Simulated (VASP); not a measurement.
# Pb8N in VASP: a series of runs

Pb8N is run at these levels: LDA; tasks: single point.

Program: VASP 6.6.1. These are calculated values, not measurements. Logs are shortened: lines on timing, memory, paths and dates and some standing lists are left out, and cuts for length are marked.

### Step 1. The cell of the first run

The cell holds a slab with vacuum, 9 atoms: a = 6.904 Å, b = 6.904 Å, c = 18.059 Å, α = 90.00°, β = 90.00°, γ = 120.00°.

### Step 2. Single point, LDA

INCAR reads:

```
SYSTEM = Pb8N
PREC = Accurate
ENCUT = 520
EDIFF = 1E-6
ISMEAR = 0
SIGMA = 0.1
LREAL = .False.
LASPH = .True.
NELM = 60
ALGO = Normal
ISIF = 2
LWAVE = .False.
LCHARG = .True.
LDIPOL = .True.
IDIPOL = 3
DIPOL = 0.5 0.5 0.312
LELF = .True.
LVHAR = .True.
LVACPOTAV = .True.
NBANDS = 68
```

KPOINTS reads:

```
Automatic mesh
0
Gamma
  6 6 1
  0 0 0
```

POSCAR reads:

```
Pb8N
1.0
    6.9043188960      0.0000000000      0.0000000000
   -3.4521594480      5.9793155597      0.0000000000
    0.0000000000      0.0000000000     18.0587621687
Pb N
8 1
Direct
    0.3333333333      0.1666666667      0.2214991240
    0.3333333333      0.6666666667      0.2214991240
    0.8333333333      0.1666666667      0.2214991240
    0.8333333333      0.6666666667      0.2214991240
    0.1666666667      0.3333333333      0.3631900186
    0.1666666667      0.8333333333      0.3631900186
    0.6666666667      0.3333333333      0.3631900186
    0.6666666667      0.8333333333      0.3631900186
    0.1666666667      0.3333333333      0.4731089589
```

Potentials or basis: VASP PAW LDA potentials, release 64 (Pb_d, N).

Command:

```console
> cat potpaw_LDA.64/Pb_d/POTCAR potpaw_LDA.64/N/POTCAR > POTCAR
> mpirun -np 1 vasp_std > vasp.out
```

OUTCAR:

```text
SYSTEM = Pb8N
   PREC = Accurate
   ENCUT = 520
   EDIFF = 1E-6
   ISMEAR = 0
   LREAL = .False.
   LASPH = .True.
   NELM = 60
   ISIF = 2

 ion  position               nearest neighbor table
   1  0.333  0.167  0.221-   5 3.24   6 3.24   7 3.24   4 3.45   2 3.45   2 3.45   4 3.45   3 3.45
                             3 3.45
   2  0.333  0.667  0.221-   6 3.24   5 3.24   8 3.24   3 3.45   1 3.45   1 3.45   3 3.45   4 3.45
                             4 3.45
   3  0.833  0.167  0.221-   7 3.24   8 3.24   5 3.24   4 3.45   2 3.45   4 3.45   2 3.45   1 3.45
                             1 3.45
   4  0.833  0.667  0.221-   8 3.24   7 3.24   6 3.24   3 3.45   1 3.45   3 3.45   1 3.45   2 3.45
                             2 3.45
   5  0.167  0.333  0.363-   9 1.99   1 3.24   2 3.24   3 3.24   8 3.45   6 3.45   6 3.45   8 3.45
                             7 3.45   7 3.45
   6  0.167  0.833  0.363-   2 3.24   1 3.24   4 3.24   5 3.45   7 3.45   5 3.45   7 3.45   8 3.45
                             8 3.45
   7  0.667  0.333  0.363-   3 3.24   4 3.24   1 3.24   6 3.45   8 3.45   8 3.45   6 3.45   5 3.45
                             5 3.45
   8  0.667  0.833  0.363-   4 3.24   3 3.24   2 3.24   5 3.45   7 3.45   7 3.45   5 3.45   6 3.45
                             6 3.45
   9  0.167  0.333  0.473-   5 1.99

  LATTYP: Found a hexagonal cell.
 ALAT       =     6.9043188960
 C/A-ratio  =     2.6155747498

  Lattice vectors:

 A1 = (   6.9043188960,   0.0000000000,   0.0000000000)
 A2 = (  -3.4521594480,   5.9793155597,   0.0000000000)
 A3 = (   0.0000000000,   0.0000000000,  18.0587621687)

Analysis of symmetry for initial positions (statically):
=====================================================================
 Subroutine PRICEL returns:
 Original cell was already a primitive cell.

 Routine SETGRP: Setting up the symmetry group for a
 hexagonal supercell.

 Subroutine GETGRP returns: Found  6 space group operations
 (whereof  2 operations were pure point group operations)
 out of a pool of 24 trial point group operations.

The static configuration has the point symmetry C_1h.
 The point group associated with its full space group is C_3v.

Analysis of symmetry for dynamics (positions and initial velocities):
=====================================================================
 Subroutine PRICEL returns:
 Original cell was already a primitive cell.

 Routine SETGRP: Setting up the symmetry group for a
 hexagonal supercell.

 Subroutine GETGRP returns: Found  6 space group operations
 (whereof  2 operations were pure point group operations)
 out of a pool of 24 trial point group operations.

The dynamic configuration has the point symmetry C_1h.
 The point group associated with its full space group is C_3v.

 Subroutine INISYM returns: Found  6 space group operations
 (whereof  2 operations are pure point group operations),
 and found     1 'primitive' translations

----------------------------------------------------------------------------------------

                                     Primitive cell

  volume of cell :     745.5217

  direct lattice vectors                    reciprocal lattice vectors
     6.904318896  0.000000000  0.000000000     0.144836879  0.083621611  0.000000000
    -3.452159448  5.979315560  0.000000000     0.000000000  0.167243222  0.000000000
     0.000000000  0.000000000 18.058762169     0.000000000  0.000000000  0.055374781

  length of vectors
     6.904318896  6.904318896 18.058762169     0.167243222  0.167243222  0.055374781

  position of ions in fractional coordinates (direct lattice)
     0.333333333  0.166666667  0.221499124
     0.333333333  0.666666667  0.221499124
     0.833333333  0.166666667  0.221499124
     0.833333333  0.666666667  0.221499124
     0.166666667  0.333333333  0.363190019
     0.166666667  0.833333333  0.363190019
     0.666666667  0.333333333  0.363190019
     0.666666667  0.833333333  0.363190019
     0.166666667  0.333333333  0.473108959

  ion indices of the primitive-cell ions
   primitive index   ion index
                 1           1
                 2           2
                 3           3
                 4           4
                 5           5
                 6           6
                 7           7
                 8           8
                 9           9

----------------------------------------------------------------------------------------

 KPOINTS: Automatic mesh

Automatic generation of k-mesh.
 Grid dimensions read from file:
 generate k-points for:    6    6    1

 Generating k-lattice:

  Cartesian coordinates                     Fractional coordinates (reciprocal lattice)
     0.024139480  0.013936935  0.000000000     0.166666667 -0.000000000  0.000000000
     0.000000000  0.027873870  0.000000000     0.000000000  0.166666667  0.000000000
     0.000000000  0.000000000  0.055374781     0.000000000  0.000000000  1.000000000

  Length of vectors
     0.027873870  0.027873870  0.055374781

  Shift w.r.t. Gamma in fractional coordinates (k-lattice)
     0.000000000  0.000000000  0.000000000

 Subroutine IBZKPT returns following result:
 ===========================================

 Found      7 irreducible k-points:

 Following reciprocal coordinates:
            Coordinates               Weight
  0.000000  0.000000  0.000000      1.000000
  0.166667  0.000000  0.000000      6.000000
  0.333333  0.000000  0.000000      6.000000
  0.500000 -0.000000  0.000000      3.000000
  0.166667  0.166667  0.000000      6.000000
  0.333333  0.166667  0.000000     12.000000
  0.333333  0.333333  0.000000      2.000000
   k-points           NKPTS =      7   k-points in BZ     NKDIM =      7   number of bands    NBANDS=     68
   number of dos      NEDOS =    301   number of ions     NIONS =      9
   total plane-waves  NPLWV = 408240
   dimension x,y,z NGX =    54 NGY =   54 NGZ =  140
   dimension x,y,z NGXF=   108 NGYF=  108 NGZF=  280
   ions per type =               8   1
   NGX,Y,Z   is equivalent  to a cutoff of  13.00, 13.00, 12.89 a.u.
   NGXF,Y,Z  is equivalent  to a cutoff of  26.00, 26.00, 25.78 a.u.
 SYSTEM =  Pb8N
   PREC   = accura    normal or accurate (medium, high low for compatibility)
   ISTART =      0    job   : 0-new  1-cont  2-samecut
   ICHARG =      2    charge: 1-file 2-atom 10-const
   ISPIN  =      1    spin polarized calculation?
   LNONCOLLINEAR =      F non collinear calculations
   LSORBIT =      F    spin-orbit coupling
   LASPH  =      T    aspherical Exc in radial PAW
   ENCUT  =  520.0 eV  38.22 Ry    6.18 a.u.  12.84 12.84 33.58*2*pi/ulx,y,z
   NELM   =     60;   NELMIN=  2; NELMDL= -5     # of ELM steps
   EDIFF  = 0.1E-05   stopping-criterion for ELM
   LREAL  =      F    real-space projection
   EDIFFG = 0.1E-04   stopping-criterion for IOM
   NSW    =      0    number of steps for IOM
   IBRION =     -1    ionic relax: 0-MD 1-quasi-New 2-CG
   NFREE  =      0    steps in history (QN), initial steepest desc. (CG)
   ISIF   =      2    stress and relaxation
   ISYM   =      2    0-nonsym 1-usesym 2-fastsym
   POTIM  = 0.5000    time-step for ionic-motion
   TEBEG  =    0.0;   TEEND  =   0.0 temperature during run
   PSTRESS=    0.0 pullay stress
   NELECT =     117.0000    total number of electrons
   NUPDOWN=      -1.0000    fix difference up-down
   EMIN   =  10.00;   EMAX   =-10.00  energy-range for DOS
   EFERMI =   0.00;   METHOD = LEGACY
   ISMEAR =     0;   SIGMA  =   0.10  broadening in eV -4-tet -1-fermi 0-gaus
   EFERMI_NEDOS =   21; number of points for ismear=-14 and -15
   IALGO  =     38    algorithm
   IMIX   =      4    mixing-type and parameters
     AMIX     =   0.40;   BMIX     =  1.00
     AMIX_MAG =   1.60;   BMIX_MAG =  1.00
  volume/ion in A,a.u.               =      82.84       559.00
  Fermi-wavevector in a.u.,A,eV,Ry     =   0.883046  1.668715 10.609419  0.779770
  Thomas-Fermi vector in A             =   2.003759
   LORBIT       =      0    0 simple, 1 ext, 2 COOP (PROOUT), +10 PAW based schemes
   GGA     = CA    functional components
   LHFCALC =     F    Hartree Fock is set to
   AEXX    =    0.0000 exact exchange contribution
   IVDW    =     0    specifies the selected vdW correction
   LEPSILON=     F    determine dielectric tensor
   LRPA    =     F    only Hartree local field effects (RPA)
 non-spin polarized calculation
 Gauss-broadening in eV      SIGMA  =   0.10
  energy-cutoff  :      520.00
  volume of cell :      745.52
 maximum number of plane-waves:     20127
 NGX is ok and might be reduce to    54
   NGX = 25   NGY = 25   NGZ = 67

 number of electron     116.9999978 magnetization

 dipolmoment           0.000000      0.000000      0.434594 electrons x Angstroem

 Free energy of the ion-electron system (eV)
  ---------------------------------------------------
  ext. energy  EPLUGINS =         0.00000000
  ---------------------------------------------------
  free energy    TOTEN  =       -36.39656910 eV

  energy without entropy =      -36.36748915  energy(sigma->0) =      -36.38202912

 E-fermi :  -1.1472     XC(G=0):  -4.2650

 val. band max:       -1.2126485863   @ k =   0.3333   0.3333   0.0000
 cond. band min:      -1.1347291422   @ k =   0.5000  -0.0000   0.0000
 fundamental gap:      0.0779194441
 Fermi energy:        -1.1471989472

 k-point     1 :       0.0000    0.0000    0.0000
  band No.  band energies     occupation
      1     -18.4535      2.00000
      2     -18.2723      2.00000
      3     -18.2723      2.00000
      4     -18.2381      2.00000
      5     -18.1806      2.00000
      6     -18.1699      2.00000
[... 60 lines left out ...]
     67       2.0565      0.00000
     68       2.0565      0.00000
[... 424 lines left out ...]
     67       2.0739      0.00000
     68       2.0757      0.00000

------------------------ aborting loop because EDIFF is reached ----------------------------------------

  FORCE on cell =-STRESS in cart. coord.  units (eV):
  Direction    XX          YY          ZZ          XY          YZ          ZX
  --------------------------------------------------------------------------------------
  -------------------------------------------------------------------------------------
  Total       -2.0356135     -2.0356135      3.1661633      0.0000000      0.0000000      0.0000000
  in kB       -4.3746731     -4.3746731      6.8043023      0.0000000      0.0000000      0.0000000
  external PRESSURE =      -0.6483480 kB  Pullay stress =       0.0000000 kB

 VOLUME and BASIS-vectors are now :
 -----------------------------------------------------------------------------
  energy-cutoff  :      520.00
  volume of cell :      745.52
      direct lattice vectors                 reciprocal lattice vectors
     6.904318896  0.000000000  0.000000000     0.144836879  0.083621611  0.000000000
    -3.452159448  5.979315560  0.000000000     0.000000000  0.167243222  0.000000000
     0.000000000  0.000000000 18.058762169     0.000000000  0.000000000  0.055374781

 POSITION                                       TOTAL-FORCE (eV/Angst)
 -----------------------------------------------------------------------------------
      1.72608      0.99655      4.00000         0.035926     -0.020742     -0.310376
     -0.00000      3.98621      4.00000         0.000000      0.041484     -0.310376
      5.17824      0.99655      4.00000        -0.035926     -0.020742     -0.310376
      3.45216      3.98621      4.00000         0.000000     -0.000000     -0.322971
      0.00000      1.99311      6.55876         0.000000      0.000000     -0.096964
     -1.72608      4.98276      6.55876         0.128302      0.074075      0.439226
      3.45216      1.99311      6.55876         0.000000     -0.148151      0.439226
      1.72608      4.98276      6.55876        -0.128302      0.074075      0.439226
      0.00000      1.99311      8.54376         0.000000     -0.000000      0.033384
 -----------------------------------------------------------------------------------
    total drift:                                0.000001     -0.000001     -0.001091

  FREE ENERGIE OF THE ION-ELECTRON SYSTEM (eV)
  ---------------------------------------------------
  free  energy   TOTEN  =       -36.3965690968 eV

  energy  without entropy=      -36.3674891477  energy(sigma->0) =      -36.38202912

 vacuum level on the upper side and lower side of the slab         4.958         3.053
```

Wall time 35 min (1 thread of Intel Xeon 8259CL, shared host); peak memory 0.73 GiB.

What came out:

```
Free energy            : -36.3966 eV
Largest force          : 0.464 eV/Å
Band gap on the k mesh : zero (an odd number of electrons rules out a gap without spin polarisation)
```

Forces on the atoms (eV/Å):
```
Pb   0.036 -0.021 -0.310
Pb   0.000  0.041 -0.310
Pb  -0.036 -0.021 -0.310
Pb   0.000  0.000 -0.323
Pb   0.000  0.000 -0.097
Pb   0.128  0.074  0.439
Pb   0.000 -0.148  0.439
Pb  -0.128  0.074  0.439
N    0.000  0.000  0.033
```

Levels at points of the mesh, in eV from the Fermi level:
```tsv
k point	band 55	band 56	band 57	band 58	band 59	band 60	band 61	band 62
(0.00, 0.00, 0.00)	-2.48	-2.36	-0.18	-0.11	-0.11	1.54	1.54	1.92
(0.50, 0.00, 0.00)	-1.38	-0.87	-0.35	-0.14	0.01	0.05	0.33	1.32
```

Caveat: spin-orbit coupling is left out, which moves the levels of the heavy elements.

### Step 3. Single point, LDA

INCAR reads:

```
SYSTEM = Pb8N
PREC     = Accurate       ! precision mode
ENCUT    = 520            ! plane-wave cutoff, eV
EDIFF    = 1E-6           ! SCF threshold, eV
ISMEAR   = 0              ! smearing method
SIGMA    = 0.1            ! smearing width, eV
LREAL    = .FALSE.        ! projectors in reciprocal space
LASPH    = .TRUE.         ! aspherical terms in the spheres
NELM     = 100            ! most SCF steps
ALGO     = Normal         ! electronic algorithm
ISIF     = 2              ! what is computed and relaxed
LWAVE    = .FALSE.        ! write WAVECAR
LCHARG   = .TRUE.         ! write CHGCAR
LDIPOL   = .TRUE.       
IDIPOL   = 3            
DIPOL    = 0.5 0.5 0.306
LELF     = .TRUE.         ! ELF
LVHAR    = .TRUE.       
LVACPOTAV= .TRUE.       
NBANDS   = 68             ! bands
```

KPOINTS reads:

```
Automatic mesh
0
G
  6 6 1
  0 0 0
```

Changes to POSCAR since step 2:

```diff
@@ -16,2 +16,2 @@
     0.6666666667      0.8333333333      0.3631900186
-    0.1666666667      0.3333333333      0.4731089589
+    0.3333333333      0.6666666667      0.4126166579
```

Potentials or basis: VASP PAW LDA potentials, release 64 (Pb_d, N).

Command:

```console
> cat potpaw_LDA.64/Pb_d/POTCAR potpaw_LDA.64/N/POTCAR > POTCAR
> mpirun -np 1 vasp_std > vasp.out
```

Wall time 30 min (1 thread of Intel Xeon 8259CL, shared host); peak memory 0.72 GiB.

It converged, with:

```
Free energy            : -38.7194 eV
Largest force          : 0.776 eV/Å
Band gap on the k mesh : zero (an odd number of electrons rules out a gap without spin polarisation)
```

Forces on the atoms (eV/Å):
```
Pb   0.352  0.203 -0.268
Pb   0.000  0.000 -0.709
Pb  -0.352  0.203 -0.268
Pb   0.000 -0.406 -0.268
Pb   0.000 -0.594  0.500
Pb  -0.515  0.297  0.500
Pb   0.000  0.000 -0.027
Pb   0.515  0.297  0.500
N    0.000  0.000  0.041
```

Levels at points of the mesh, in eV from the Fermi level:
```tsv
k point	band 54	band 55	band 56	band 57	band 58	band 59	band 60	band 61	band 62	band 63
(0.00, 0.00, 0.00)	-3.35	-2.84	-1.86	-0.61	-0.61	0.29	1.31	1.31	1.90	2.51
(0.50, 0.00, 0.00)	-1.69	-1.63	-1.27	-0.89	-0.33	-0.03	0.22	0.64	0.74	1.55
```

Caveat: spin-orbit coupling is left out, which moves the levels of the heavy elements.

### Step 4. Single point, LDA

INCAR reads:

```
PREC = Accurate ; ENCUT = 520
EDIFF = 1E-7 ; ISMEAR = 0
SIGMA = 0.1 ; LREAL = F
LASPH = T ; NELM = 80
ALGO = Normal ; ISIF = 2
LWAVE = F ; LCHARG = F
LDIPOL = T ; IDIPOL = 3
DIPOL = 0.5 0.5 0.306 ; GGA = CA
NBANDS = 68
```

KPOINTS reads:

```
regular mesh
0
Gamma
  6 6 1
```

Changes to POSCAR since step 3:

```diff
@@ -16,2 +16,2 @@
     0.6666666667      0.8333333333      0.3631900186
-    0.3333333333      0.6666666667      0.4126166579
+    0.5000000000      0.5000000000      0.4154164652
```

Command:

```console
> cat potpaw_LDA.64/Pb_d/POTCAR potpaw_LDA.64/N/POTCAR > POTCAR
> mpirun -np 1 vasp_std > vasp.out
```

Run time: 30 min. Hardware: 1 thread of Intel Xeon 8259CL, shared host; peak memory 0.73 GiB.

Results (log left out):

```
Free energy            : -38.8803 eV
Largest force          : 0.744 eV/Å
Band gap on the k mesh : zero (an odd number of electrons rules out a gap without spin polarisation)
```

Forces in eV/Å, atoms in the order of the input:
```
Pb   0.000 -0.276 -0.522
Pb  -0.239  0.138 -0.522
Pb   0.000  0.000 -0.582
Pb   0.239  0.138 -0.522
Pb   0.158  0.091  0.721
Pb   0.000  0.000 -0.059
Pb  -0.158  0.091  0.721
Pb   0.000 -0.182  0.721
N    0.000  0.000  0.043
```

Levels at points of the mesh, in eV from the Fermi level:
```csv
k point,band 54,band 55,band 56,band 57,band 58,band 59,band 60,band 61,band 62,band 63
"(0.00, 0.00, 0.00)",-2.43,-2.43,-1.59,-0.99,-0.99,0.54,1.65,1.85,1.85,2.22
"(0.50, 0.00, 0.00)",-1.81,-1.26,-0.81,-0.65,-0.17,-0.11,-0.06,0.39,0.97,1.61
```

Caveat: spin-orbit coupling is left out, which moves the levels of the heavy elements.

### Step 5. Overview

```csv
cell,gap on the mesh (eV),largest force (eV/Å)
"as given, atomic positions A",none,0.46
"as given, atomic positions B",none,0.78
"as given, atomic positions C",none,0.74
```

Alike in all rows: task single point; level LDA; potentials or basis VASP PAW LDA potentials, release 64 (Pb_d, N); no spin polarisation; k mesh 6 × 6 × 1; cutoff (eV) 520; smearing gaussian 0.1 eV.

Caveats: spin-orbit coupling is left out, which moves the levels of the heavy elements.

Absolute energies hang on the potentials; compare differences alone.

The gap in the log of VASP goes by the Fermi energy; the results here count the filled bands.